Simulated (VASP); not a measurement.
# Al3GaN4 (P1) in VASP: single point with PBEsol

Aim: the single point of Al3GaN4 with PBEsol.

All numbers are computed with VASP 6.6.1; they aren't measurements. Logs are shortened: lines on timing, memory, paths and dates and some standing lists are left out, and cuts for length are marked.

**1. The cell of the first run**

The typed cell holds 64 atoms: a = 8.814 Å, b = 8.814 Å, c = 8.814 Å, α = 90.00°, β = 90.00°, γ = 90.00°.

**2. Single point, PBEsol**

Input file INCAR:

```
PREC = Accurate
ENCUT = 520
EDIFF = 1E-6
ISMEAR = -1
SIGMA = 0.05
LREAL = Auto
LASPH = True
NELM = 80
ALGO = Normal
ISIF = 2
LWAVE = False
LCHARG = False
GGA = PS
NBANDS = 206
ISYM = 0
```

Input file KPOINTS:

```
Automatic mesh
0
Gamma
  1 1 1
  0.25 0.25 0.25
```

Input file POSCAR:

```
Al3GaN4
1.0
    8.8142012371      0.0000000000      0.0000000000
    0.0000000000      8.8142012371      0.0000000000
    0.0000000000      0.0000000000      8.8142012371
Al Ga N
24 8 32
Direct
    0.9977670000      0.9997960000      0.9983380000
    0.9967260000      0.9998610000      0.5013310000
    0.9991660000      0.4999130000      0.9982480000
    0.9977330000      0.4998620000      0.5015010000
    0.5016990000      0.9998770000      0.9996470000
    0.5029100000      0.9999380000      0.5001610000
    0.2497350000      0.2508000000      0.9988550000
    0.2496350000      0.7493210000      0.9990780000
    0.7497660000      0.2490590000      0.9990660000
    0.7497570000      0.2492980000      0.5007630000
    0.7498350000      0.7504810000      0.9989010000
    0.7498210000      0.7507100000      0.5006660000
    0.2497390000      0.4998190000      0.2483450000
    0.2483470000      0.5000030000      0.7514420000
    0.7484470000      0.9998670000      0.2495730000
    0.7498200000      0.9998660000      0.7501090000
    0.7498510000      0.4998670000      0.2494970000
    0.7511370000      0.4999270000      0.7502600000
    0.9978590000      0.2505720000      0.7509150000
    0.9978850000      0.7494050000      0.7506680000
    0.5015830000      0.2494500000      0.2487120000
    0.5017170000      0.2491770000      0.7506960000
    0.5015380000      0.7507180000      0.2490610000
    0.5015240000      0.7504880000      0.7511460000
    0.5004790000      0.5001790000      0.9998570000
    0.5021110000      0.5002110000      0.5003330000
    0.2499870000      0.2508360000      0.5009970000
    0.2500070000      0.7492390000      0.5011420000
    0.2514470000      0.0001650000      0.2482290000
    0.2498760000      0.0001550000      0.7519980000
    0.9980110000      0.2506400000      0.2491460000
    0.9981420000      0.7491560000      0.2488950000
    0.1241420000      0.1249390000      0.1184000000
    0.1185010000      0.1249800000      0.6256440000
    0.1272680000      0.6218530000      0.1213400000
    0.1211670000      0.6220740000      0.6285890000
    0.6256360000      0.1251490000      0.1245380000
    0.6256700000      0.1251880000      0.6257720000
    0.6287990000      0.6283250000      0.1276910000
    0.6289040000      0.6284550000      0.6290540000
    0.3725410000      0.3716780000      0.1278630000
    0.3759060000      0.3758610000      0.6321320000
    0.3786300000      0.8715430000      0.1207820000
    0.3814380000      0.8757310000      0.6256030000
    0.8711880000      0.3784210000      0.1208120000
    0.8742840000      0.3746280000      0.6253960000
    0.8712480000      0.8783940000      0.1219040000
    0.8744880000      0.8748210000      0.6260340000
    0.3815300000      0.1253620000      0.3756930000
    0.3788730000      0.1284280000      0.8788570000
    0.3755960000      0.6249290000      0.3687850000
    0.3725300000      0.6280480000      0.8716140000
    0.8713210000      0.1220430000      0.3775390000
    0.8743440000      0.1251110000      0.8746780000
    0.8711820000      0.6220220000      0.3784150000
    0.8743710000      0.6251710000      0.8755070000
    0.1242840000      0.3814920000      0.3752460000
    0.1243490000      0.3746940000      0.8750010000
    0.1217470000      0.8783690000      0.3777170000
    0.1212160000      0.8715880000      0.8781260000
    0.6286520000      0.3716340000      0.3720120000
    0.6285310000      0.3726290000      0.8721430000
    0.6255470000      0.8747900000      0.3752170000
    0.6257310000      0.8756130000      0.8750910000
```

Potentials or basis: VASP PAW PBE potentials, release 64 (Al, Ga_d, N).

Launch:

```
$ cat potpaw_PBE.64/Al/POTCAR potpaw_PBE.64/Ga_d/POTCAR potpaw_PBE.64/N/POTCAR > POTCAR
$ mpirun -np 1 vasp_std > vasp.out
```

OUTCAR:

```text
PREC = Accurate
   ENCUT = 520
   EDIFF = 1E-6
   ISMEAR = -1
   LREAL = Auto
   LASPH = True
   NELM = 80
   ISIF = 2
   GGA = PS
   ISYM = 0

 ion  position               nearest neighbor table
   1  0.998  1.000  0.998-  47 1.89  33 1.89  60 1.89  54 1.90  16 3.09  11 3.10   9 3.10  20 3.10
                            19 3.11  30 3.11  15 3.12  32 3.12  31 3.13   8 3.13   7 3.13  29 3.14
   2  0.997  1.000  0.501-  59 1.88  34 1.89  53 1.89  48 1.89  16 3.09  12 3.09  10 3.09  20 3.12
                            15 3.12  19 3.12  31 3.13  32 3.14  30 3.14  28 3.14  27 3.14
   3  0.999  0.500  0.998-  45 1.89  56 1.90  35 1.90  58 1.90  14 3.09  18 3.09  19 3.10  20 3.10
                             7 3.11   8 3.12  32 3.12  11 3.12  31 3.12   9 3.12  17 3.12  13 3.12
   4  0.998  0.500  0.502-  57 1.89  55 1.89  46 1.90  36 1.90  18 3.09  10 3.11  19 3.11  20 3.11
                            12 3.11  17 3.12  14 3.12  27 3.12  31 3.13  28 3.13  32 3.13  13 3.15
   5  0.502  1.000  1.000-  50 1.89  43 1.90  64 1.90  37 1.90  15 3.10   9 3.10  11 3.10  16 3.10
                            24 3.10  22 3.11  23 3.11  21 3.11  29 3.11  30 3.11   8 3.13   7 3.13
   6  0.503  1.000  0.500-  44 1.89  49 1.89  63 1.90  38 1.90  12 3.09  15 3.09  10 3.09  16 3.10
                            22 3.11  23 3.12  24 3.12  21 3.12  29 3.14  28 3.14  27 3.14
   7  0.250  0.251  0.999-  33 1.89  50 1.89  41 1.90  58 1.90  14 3.10  30 3.10  13 3.11   3 3.11
                            19 3.12  29 3.12  25 3.12  22 3.12  21 3.13  31 3.13   5 3.13   1 3.13
   8  0.250  0.749  0.999-  52 1.89  60 1.89  35 1.89  43 1.90  14 3.10  30 3.10  13 3.11  24 3.12
                             3 3.12  25 3.12  29 3.12  20 3.12  32 3.12  23 3.13   1 3.13   5 3.13
   9  0.750  0.249  0.999-  62 1.89  45 1.90  54 1.90  37 1.90  19 3.09  22 3.09   5 3.10   1 3.10
[... 27 lines left out ...]
  23  0.502  0.751  0.249-  39 1.89  51 1.89  43 1.89  63 1.90  15 3.09  11 3.11   5 3.11  17 3.11
                            29 3.11  25 3.11  12 3.12   6 3.12  26 3.13   8 3.13  13 3.13  28 3.14
  24  0.502  0.750  0.751-  44 1.89  40 1.89  52 1.89  64 1.90  11 3.09  16 3.10   5 3.10  12 3.11
                            25 3.11   8 3.12  18 3.12   6 3.12  26 3.12  30 3.12  28 3.13  14 3.14
  25  0.500  0.500  1.000-  62 1.95  52 1.95  39 1.96  41 1.96  17 3.11  24 3.11  13 3.11  21 3.11
                            11 3.11  23 3.11   8 3.12   7 3.12  22 3.12  18 3.12   9 3.12  14 3.12
  26  0.502  0.500  0.500-  42 1.95  51 1.95  61 1.95  40 1.95  12 3.11  10 3.11  17 3.11  18 3.11
                            24 3.12  22 3.13  23 3.13  21 3.13
  27  0.250  0.251  0.501-  34 1.94  42 1.94  57 1.94  49 1.95  14 3.11   4 3.12  22 3.13  13 3.13
                            19 3.13   6 3.14  21 3.14   2 3.14
  28  0.250  0.749  0.501-  59 1.94  51 1.95  44 1.95  36 1.95  14 3.11  24 3.13  20 3.13   4 3.13
                            13 3.13   6 3.14  23 3.14   2 3.14
  29  0.251  0.000  0.248-  59 1.94  33 1.94  49 1.95  43 1.95   5 3.11  21 3.11  23 3.11   8 3.12
                             7 3.12   6 3.14   1 3.14
  30  0.250  0.000  0.752-  44 1.95  34 1.95  60 1.95  50 1.95   7 3.10   8 3.10   1 3.11   5 3.11
                            22 3.12  24 3.12  19 3.13  20 3.13   2 3.14
  31  0.998  0.251  0.249-  33 1.95  45 1.95  57 1.95  53 1.95  17 3.10   9 3.11  10 3.12   3 3.12
                            15 3.12  13 3.12   4 3.13   1 3.13   7 3.13   2 3.13
  32  0.998  0.749  0.249-  59 1.94  47 1.95  55 1.95  35 1.95  17 3.10  11 3.11   3 3.12  12 3.12
                            15 3.12  13 3.12   1 3.12   8 3.12   4 3.13   2 3.14
  33  0.124  0.125  0.118-   7 1.89   1 1.89  29 1.94  31 1.95
  34  0.119  0.125  0.626-   2 1.89  19 1.89  27 1.94  30 1.95
  35  0.127  0.622  0.121-  13 1.89   8 1.89   3 1.90  32 1.95
  36  0.121  0.622  0.629-  14 1.89  20 1.90   4 1.90  28 1.95
  37  0.626  0.125  0.125-  21 1.90  15 1.90   9 1.90   5 1.90
  38  0.626  0.125  0.626-  22 1.90  10 1.90   6 1.90  16 1.90
[... 24 lines left out ...]
  63  0.626  0.875  0.375-   6 1.90  15 1.90  12 1.90  23 1.90
  64  0.626  0.876  0.875-   5 1.90  11 1.90  24 1.90  16 1.90

IMPORTANT INFORMATION: All symmetrisations will be switched off!
NOSYMM: (Re-)initialisation of all symmetry stuff for point group C_1.

----------------------------------------------------------------------------------------

                                     Primitive cell

  volume of cell :     684.7766

  direct lattice vectors                    reciprocal lattice vectors
     8.814201237  0.000000000  0.000000000     0.113453275  0.000000000  0.000000000
     0.000000000  8.814201237  0.000000000     0.000000000  0.113453275  0.000000000
     0.000000000  0.000000000  8.814201237     0.000000000  0.000000000  0.113453275

  length of vectors
     8.814201237  8.814201237  8.814201237     0.113453275  0.113453275  0.113453275

  position of ions in fractional coordinates (direct lattice)
     0.997767000  0.999796000  0.998338000
     0.996726000  0.999861000  0.501331000
     0.999166000  0.499913000  0.998248000
[... 160 lines left out ...]
  0.250000 -0.250000  0.250000      2.000000
   k-points           NKPTS =      4   k-points in BZ     NKDIM =      4   number of bands    NBANDS=    206
   number of dos      NEDOS =    301   number of ions     NIONS =     64
   total plane-waves  NPLWV = 343000
   dimension x,y,z NGX =    70 NGY =   70 NGZ =   70
   dimension x,y,z NGXF=   140 NGYF=  140 NGZF=  140
   ions per type =              24   8  32
   NGX,Y,Z   is equivalent  to a cutoff of  13.20, 13.20, 13.20 a.u.
   NGXF,Y,Z  is equivalent  to a cutoff of  26.41, 26.41, 26.41 a.u.
 SYSTEM =  unknown system
   PREC   = accura    normal or accurate (medium, high low for compatibility)
   ISTART =      0    job   : 0-new  1-cont  2-samecut
   ICHARG =      2    charge: 1-file 2-atom 10-const
   ISPIN  =      1    spin polarized calculation?
   LNONCOLLINEAR =      F non collinear calculations
   LSORBIT =      F    spin-orbit coupling
   LASPH  =      T    aspherical Exc in radial PAW
   ENCUT  =  520.0 eV  38.22 Ry    6.18 a.u.  16.39 16.39 16.39*2*pi/ulx,y,z
   NELM   =     80;   NELMIN=  2; NELMDL= -5     # of ELM steps
   EDIFF  = 0.1E-05   stopping-criterion for ELM
   LREAL  =      T    real-space projection
   EDIFFG = 0.1E-04   stopping-criterion for IOM
   NSW    =      0    number of steps for IOM
   IBRION =     -1    ionic relax: 0-MD 1-quasi-New 2-CG
   NFREE  =      0    steps in history (QN), initial steepest desc. (CG)
   ISIF   =      2    stress and relaxation
   ISYM   =      0    0-nonsym 1-usesym 2-fastsym
   POTIM  = 0.5000    time-step for ionic-motion
   TEBEG  =    0.0;   TEEND  =   0.0 temperature during run
   PSTRESS=    0.0 pullay stress
   NELECT =     336.0000    total number of electrons
   NUPDOWN=      -1.0000    fix difference up-down
   EMIN   =  10.00;   EMAX   =-10.00  energy-range for DOS
   EFERMI =   0.00;   METHOD = LEGACY
   ISMEAR =    -1;   SIGMA  =   0.05  broadening in eV -4-tet -1-fermi 0-gaus
   EFERMI_NEDOS =   21; number of points for ismear=-14 and -15
   IALGO  =     38    algorithm
   IMIX   =      4    mixing-type and parameters
     AMIX     =   0.40;   BMIX     =  1.00
     AMIX_MAG =   1.60;   BMIX_MAG =  1.00
  volume/ion in A,a.u.               =      10.70        72.20
  Fermi-wavevector in a.u.,A,eV,Ry     =   1.291234  2.440078 22.684794  1.667285
  Thomas-Fermi vector in A             =   2.423017
   LORBIT       =      0    0 simple, 1 ext, 2 COOP (PROOUT), +10 PAW based schemes
   GGA     = PS    functional components
   LHFCALC =     F    Hartree Fock is set to
   AEXX    =    0.0000 exact exchange contribution
   IVDW    =     0    specifies the selected vdW correction
   LEPSILON=     F    determine dielectric tensor
   LRPA    =     F    only Hartree local field effects (RPA)
 non-spin polarized calculation
  energy-cutoff  :      520.00
  volume of cell :      684.78
 maximum number of plane-waves:     18430
 NGX is ok and might be reduce to    70
   NGX = 33   NGY = 33   NGZ = 33

 number of electron     336.0000064 magnetization

 Free energy of the ion-electron system (eV)
  ---------------------------------------------------
  ext. energy  EPLUGINS =         0.00000000
  ---------------------------------------------------
  free energy    TOTEN  =      -479.61219619 eV

  energy without entropy =     -479.61219619  energy(sigma->0) =     -479.61219619

 E-fermi :   6.8291     XC(G=0): -11.3277

 val. band max:        5.5983808710   @ k =  -0.2500   0.2500   0.2500
 cond. band min:       9.6842051835   @ k =   0.2500   0.2500   0.2500
 fundamental gap:      4.0858243126
 Fermi energy:         6.8290621938

 k-point     1 :       0.2500    0.2500    0.2500
  band No.  band energies     occupation
      1      -9.3391      2.00000
      2      -8.8944      2.00000
      3      -8.8518      2.00000
      4      -8.8208      2.00000
      5      -8.6143      2.00000
      6      -8.5511      2.00000
[... 721 lines left out ...]
    179      11.3049      0.00000
    180      11.3401      0.00000
 [bands above 180 left out]

------------------------ aborting loop because EDIFF is reached ----------------------------------------

  FORCE on cell =-STRESS in cart. coord.  units (eV):
  Direction    XX          YY          ZZ          XY          YZ          ZX
  --------------------------------------------------------------------------------------
  -------------------------------------------------------------------------------------
  Total       -0.3458277     -0.0728567     -0.2757180     -0.4210946     -0.4194739     -0.3798651
  in kB       -0.8091360     -0.1704635     -0.6450996     -0.9852385     -0.9814466     -0.8887736
  external PRESSURE =      -0.5415664 kB  Pullay stress =       0.0000000 kB

 VOLUME and BASIS-vectors are now :
 -----------------------------------------------------------------------------
  energy-cutoff  :      520.00
  volume of cell :      684.78
      direct lattice vectors                 reciprocal lattice vectors
     8.814201237  0.000000000  0.000000000     0.113453275  0.000000000  0.000000000
     0.000000000  8.814201237  0.000000000     0.000000000  0.113453275  0.000000000
     0.000000000  0.000000000  8.814201237     0.000000000  0.000000000  0.113453275

 POSITION                                       TOTAL-FORCE (eV/Angst)
 -----------------------------------------------------------------------------------
      8.79452      8.81240      8.79955         0.033974      0.019415      0.026450
      8.78534      8.81298      4.41883         0.039979      0.032635      0.021182
      8.80685      4.40633      8.79876         0.030356      0.014169      0.024952
      8.79422      4.40588      4.42033         0.034108      0.026103      0.021125
      4.42208      8.81312      8.81109         0.026951      0.030295      0.031832
      4.43275      8.81365      4.40852         0.013974      0.043455      0.041429
[... 56 lines left out ...]
      5.51370      7.71058      3.30724        -0.025492     -0.035070     -0.039987
      5.51532      7.71783      7.71323        -0.028221     -0.035209     -0.022101
 -----------------------------------------------------------------------------------
    total drift:                               -0.000071      0.000043     -0.002374

  FREE ENERGIE OF THE ION-ELECTRON SYSTEM (eV)
  ---------------------------------------------------
  free  energy   TOTEN  =      -479.6121961859 eV

  energy  without entropy=     -479.6121961858  energy(sigma->0) =     -479.61219619
```

Run time: 29 min. Hardware: 1 thread of Intel Xeon Platinum 8259CL at 2.50GHz (Skylake/Cascade Lake), shared host; peak memory 0.91 GiB.

Results:

```
Free energy            : -479.6122 eV
Pressure               : -0.1 GPa
Largest force          : 0.069 eV/Å
Band gap on the k mesh : 4.09 eV
```

Forces in eV/Å, atoms in the order of the input:
```
Al   0.034  0.019  0.026
Al   0.040  0.033  0.021
Al   0.030  0.014  0.025
Al   0.034  0.026  0.021
Al   0.027  0.030  0.032
Al   0.014  0.043  0.041
Al   0.028  0.028  0.036
Al   0.030  0.015  0.024
Al   0.017  0.034  0.025
Al   0.024  0.034  0.035
Al   0.024  0.024  0.020
Al   0.029  0.032  0.025
Al   0.028  0.018  0.031
Al   0.029  0.027  0.012
Al   0.023  0.030  0.036
Al   0.022  0.034  0.022
Al   0.024  0.016  0.038
Al   0.025  0.025  0.024
Al   0.042  0.036  0.026
Al   0.034  0.017  0.016
Al   0.022  0.034  0.043
Al   0.024  0.040  0.025
Al   0.026  0.029  0.045
Al   0.028  0.029  0.026
Ga   0.001 -0.002  0.000
Ga   0.002  0.003  0.004
Ga   0.004 -0.003  0.007
Ga   0.009 -0.003 -0.001
Ga  -0.003  0.008  0.011
Ga   0.006  0.012 -0.010
Ga   0.009  0.000  0.003
Ga   0.002 -0.003  0.004
N   -0.001  0.004 -0.005
N   -0.003 -0.003  0.004
N   -0.021 -0.010 -0.013
N   -0.020 -0.013 -0.003
N   -0.024 -0.039 -0.038
N   -0.026 -0.042 -0.028
N   -0.033 -0.033 -0.050
N   -0.033 -0.038 -0.035
N   -0.018 -0.015 -0.018
N   -0.021 -0.027 -0.015
N   -0.009 -0.012 -0.018
N   -0.020 -0.024 -0.026
N   -0.014 -0.005 -0.018
N   -0.037 -0.028 -0.031
N   -0.020 -0.011 -0.018
N   -0.036 -0.033 -0.026
N   -0.022 -0.030 -0.031
N   -0.035 -0.043 -0.040
N    0.002  0.005 -0.005
N   -0.016 -0.007 -0.012
N   -0.016 -0.026 -0.018
N   -0.037 -0.038 -0.026
N   -0.015 -0.011 -0.013
N   -0.036 -0.024 -0.023
N   -0.027 -0.023 -0.029
N   -0.040 -0.030 -0.027
N   -0.019 -0.007 -0.010
N   -0.026 -0.011 -0.012
N   -0.007 -0.014 -0.028
N   -0.005 -0.022 -0.019
N   -0.025 -0.035 -0.040
N   -0.028 -0.035 -0.022
```

Stress tensor (GPa, compression positive):
```
-0.08 -0.10 -0.09
-0.10 -0.02 -0.10
-0.09 -0.10 -0.06
```

Levels at points of the mesh, in eV from the valence-band top:
| k point | band 166 | band 167 | band 168 | band 169 | band 170 | band 171 |
| --- | --- | --- | --- | --- | --- | --- |
| (0.25, 0.25, 0.25) | -0.19 | -0.04 | -0.02 | 4.09 | 4.10 | 4.11 |

Caveat: the PAW data sets were made with another functional, which shifts forces and pressure a little; a shifted mesh leaves out Γ, where band edges can lie. A k mesh can miss the band edges.
